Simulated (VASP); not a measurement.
A run of VASP 6.6.1:

INCAR

```
SYSTEM = GaN
PREC = Accurate
ENCUT = 520
EDIFF = 1E-8
ISMEAR = 0
SIGMA = 0.01
LREAL = .FALSE.
LASPH = .TRUE.
NELM = 60
ALGO = Normal
ISIF = 2
LWAVE = .FALSE.
LCHARG = .FALSE.
GGA = PS
IBRION = 8
NSW = 1
LEPSILON = .TRUE.
```

The input KPOINTS:

```
regular mesh
0
G
  12 12 6
  0 0 0
```

The input POSCAR:

```
GaN
1.0
    3.0829416435      0.0000000000      0.0000000000
   -1.5414708218      2.6699057816      0.0000000000
    0.0000000000      0.0000000000      5.0259628685
Ga N
2 2
Direct
    0.3333333333      0.6666666667     -0.0006023826
    0.6666666667      0.3333333333      0.4993976174
    0.3333333333      0.6666666667      0.3756023826
    0.6666666667      0.3333333333      0.8756023826
```

Potentials or basis: VASP PAW PBE potentials, release 64 (Ga_d, N).

Run with:

```sh
$ cat potpaw_PBE.64/Ga_d/POTCAR potpaw_PBE.64/N/POTCAR > POTCAR
$ mpirun -np 1 vasp_std > vasp.out
```

Hardware: 1 thread of Intel(R) Xeon(R) 6975P-C (Granite Rapids) (shared host).

Question: How long does it take, and how much memory?

Answer: Wall time 16 min on 1 thread of Intel(R) Xeon(R) 6975P-C (Granite Rapids) (shared host), peak memory 0.87 GiB. Counts: scf iterations 216, k points 76.
